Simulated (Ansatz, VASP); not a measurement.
# MgCdSe2 in VASP and in Ansatz

File INCAR:

```
PREC     = Accurate       # precision mode
ENCUT    = 600            # plane-wave cutoff, eV
EDIFF    = 1E-7           # SCF threshold, eV
ISMEAR   = 0              # smearing method
SIGMA    = 0.02           # smearing width, eV
LREAL    = F              # projectors in reciprocal space
LASPH    = T              # aspherical terms in the spheres
NELM     = 100            # most SCF steps
ALGO     = Normal         # electronic algorithm
ISIF     = 3              # what is computed and relaxed
LWAVE    = F              # write WAVECAR
LCHARG   = F              # write CHGCAR
GGA      = PE             # functional
IBRION   = 2              # ionic algorithm
NSW      = 100            # ionic steps
EDIFFG   = -0.005         # ionic threshold
```

The input KPOINTS:

```
Automatic mesh
0
Gamma
  12 12 12
```

The input POSCAR:

```
MgCdSe2
1.0
    1.9897740167      1.1487965642      6.4920307366
   -1.9897740167      1.1487965642      6.4920307366
    0.0000000000     -2.2975931283      6.4920307366
Mg Cd Se
1 1 2
Direct
    0.5000000000      0.5000000000      0.5000000000
    0.0000000000      0.0000000000      0.0000000000
    0.2465939167      0.2465939167      0.2465939167
    0.7534060833      0.7534060833      0.7534060833
```

Input for Ansatz:

```yaml
crystal:
  lattice:
    - [1.9897740167, 1.1487965642, 6.4920307366]
    - [-1.9897740167, 1.1487965642, 6.4920307366]
    - [0.0, -2.2975931283, 6.4920307366]
  atoms:
    - { symbol: Mg, position: [0.5, 0.5, 0.5] }
    - { symbol: Cd, position: [0.0, 0.0, 0.0] }
    - { symbol: Se, position: [0.2465939167, 0.2465939167, 0.2465939167] }
    - { symbol: Se, position: [0.7534060833, 0.7534060833, 0.7534060833] }
basis:
  ecutwfc: 420
kpoints:
  mp_grid: { grid: [12, 12, 12] }
hamiltonian:
  xc: pbe
scf:
  occupations: { method: gaussian, width: 0.02 }
output:
  forces: true
  stress: true
  eigenvalues: true
relax:
  adjacent_minimum: "off"
  f_tol: 0.005
  max_steps: 80
  cell: { stress_tol: 0.05 }
```

Alike in both runs: task relaxation of cell and atoms; functional PBE; k mesh 12 × 12 × 12; occupations gaussian, width 0.02 eV; no spin polarisation.

|  | VASP | Ansatz |
| --- | --- | --- |
| version | VASP 6.6.1 | Ansatz 0.2.0 |
| potentials or method | VASP PAW PBE potentials, release 64 (Mg, Cd, Se), cutoff 600 eV | scalar-relativistic, plane waves, PAW |
| valence electrons in the cell | 26 | 62 |

|  | VASP | Ansatz | Ansatz less VASP |
| --- | --- | --- | --- |
| gap on the k mesh at the Fermi level, each at its own relaxed structure (eV) | 0.57 | 0.59 | +0.024 |
| relaxed volume (Å³/atom) | 22.35 | 22.33 | -0.023 |
| relaxed cell length with the largest relative difference (Å) | 6.898 | 6.894 | -0.0034 |

VASP's potentials hold 26 valence electrons a cell and Ansatz's 62, so a difference there can come from the potentials and not from the codes.
